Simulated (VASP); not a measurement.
Here is a VASP 6.6.1 calculation.

The input INCAR:

```
SYSTEM = AlN
PREC = Accurate ; ENCUT = 520
EDIFF = 1E-6 ; ISMEAR = 0
SIGMA = 0.05 ; LREAL = .FALSE.
LASPH = .TRUE. ; NELM = 80
ALGO = Normal ; ISIF = 2
LWAVE = .FALSE. ; LCHARG = .FALSE.
GGA = CA ; NBANDS = 16
```

File KPOINTS:

```
regular mesh
0
G
  9 9 6
  0 0 0
```

Contents of POSCAR:

```
AlN
1.0
    3.0886152929      0.0000000000      0.0000000000
   -1.5443076465      2.6748193062      0.0000000000
    0.0000000000      0.0000000000      4.9435842906
Al N
2 2
Direct
    0.2987054781      0.6345149621      0.0015210182
    0.7012945219      0.3654850379      0.5015210182
    0.3642377222      0.6953611606      0.3834789818
    0.6357622778      0.3046388394      0.8834789818
```

Potentials or basis: VASP PAW LDA potentials, release 64 (Al, N).

The run is started by

```bash
$ cat potpaw_LDA.64/Al/POTCAR potpaw_LDA.64/N/POTCAR > POTCAR
$ mpirun -np 1 vasp_std > vasp.out
```

Problem. Predict the band gap on the k mesh.

Solution. 4.29 eV, direct.

Problem. What does it give for the pressure?

Solution. 0.3 GPa.

Problem. Estimate the largest force.

Solution. 0.605 eV/Å.

Stress tensor (GPa, compression positive):
```
 0.09 -0.70  0.00
-0.70  0.23  0.00
 0.00  0.00  0.61
```

Caveat: the cell differs from its parent crystal (mode 4 frozen in at -0.057 Å and mode 5 at -0.086 Å (largest displacements)). A k mesh can miss the band edges.
